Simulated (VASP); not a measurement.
Fe: single point with PBEsol+U

Crystal: Fe.

```
Fe
1.0
    -1.44550    1.44550    1.44550
     1.44550   -1.44550    1.44550
     1.44550    1.44550   -1.44550
Fe
1
Direct
  0.00000 0.00000 0.00000
```

- Program: VASP 6.6.1
- Task: single point
- Functional: PBEsol
- Potentials or basis: VASP PAW PBE potentials, release 64 (Fe)
- Cutoff: 520 eV
- k mesh: 12 × 12 × 12
- Occupations: fermi-dirac, width 0.1 eV
- Spin: collinear spin, ferromagnetic start
- Starting moments: [4.92] μB
- Fixed moment: 4.92 μB
- Hubbard terms: Fe d U = 5.3 eV
- Dipole correction: no
- Further INCAR settings: ALGO = Normal; EDIFF = 1e-06; NBANDS = 14

```
Pressure                                              : 86.3 GPa
Net moment                                            : 4.92 μB per cell
Site moments                                          : Fe +4.75 μB
Valence electrons inside the program's atomic spheres : Fe 7.14
```

Eigenvalues of the final occupation matrices:
| site | spin | trace | eigenvalues |
| --- | --- | --- | --- |
| site 1 d | 1 | 5.08 | 1.01 1.01 1.02 1.02 1.02 |
| site 1 d | 2 | 0.76 | 0.08 0.08 0.08 0.26 0.26 |

It took 50 s on 1 thread of Intel Xeon 8259CL (shared host), peak memory 0.14 GiB.

Caveat: the PAW data sets were made with another functional, which shifts forces and pressure a little; the total moment is fixed, so each spin has its own Fermi level; the U is typed as a test and isn't derived for this compound. The state reached can hang on the start; a lower one may exist.
